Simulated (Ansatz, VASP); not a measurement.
**GaAs in VASP and in Ansatz**

File INCAR:

```
SYSTEM = GaAs
PREC = Accurate ; ENCUT = 520
EDIFF = 1E-7 ; ISMEAR = -1
SIGMA = 0.05 ; LREAL = .False.
LASPH = .True. ; NELM = 100
ALGO = Normal ; ISIF = 2
LWAVE = .False. ; LCHARG = .False.
GGA = PE ; NBANDS = 16
```

Contents of KPOINTS:

```
regular mesh
0
Gamma
  13 13 13
  0 0 0
```

The input POSCAR:

```
GaAs
1.0
    0.0000000000      2.6957908136      2.6957908136
    2.6957908136      0.0000000000      2.6957908136
    2.6957908136      2.6957908136      0.0000000000
Ga As
1 1
Direct
    0.0000000000      0.0000000000      0.0000000000
    0.5000000000      0.5000000000      0.5000000000
```

Input for Ansatz:

```yaml
crystal:
  lattice:
    - [0.0, 2.6957908136, 2.6957908136]
    - [2.6957908136, 0.0, 2.6957908136]
    - [2.6957908136, 2.6957908136, 0.0]
  atoms:
    - { symbol: Ga, position: [0.0, 0.0, 0.0] }
    - { symbol: As, position: [0.5, 0.5, 0.5] }
kpoints:
  mp_grid: { grid: [13, 13, 13] }
scf:
  occupations: { method: fermi_dirac, width: 0.05 }
hamiltonian:
  xc: pbe
  pseudopotentials: { kind: paw }
output:
  forces: true
  stress: true
  eigenvalues: true
  write_density: true
  write_potential: true
  elf: true
  volumetric_format: npy
```

Change from the starting cell: volume scaled by 1, to set the pressure.

Alike in both runs: task single point; functional PBE; k mesh 13 × 13 × 13; occupations fermi-dirac, width 0.05 eV; no spin polarisation.

```csv
,VASP,Ansatz
version,VASP 6.6.1,Ansatz 0.2.0
potentials or method,"VASP PAW PBE potentials, release 64 (Ga_d, As)","PAW with Ansatz's default frozen-core files, scalar-relativistic"
plane-wave cutoff (eV),520,420
valence electrons in the cell,18,28
```

```csv
,VASP,Ansatz,Ansatz less VASP
pressure (GPa),0.2,0.0,-0.20
```

The functional is the same, so the differences come from potentials, cutoffs and numerics. VASP's potentials hold 18 valence electrons a cell and Ansatz's 28, so a difference there can come from the potentials and not from the codes.
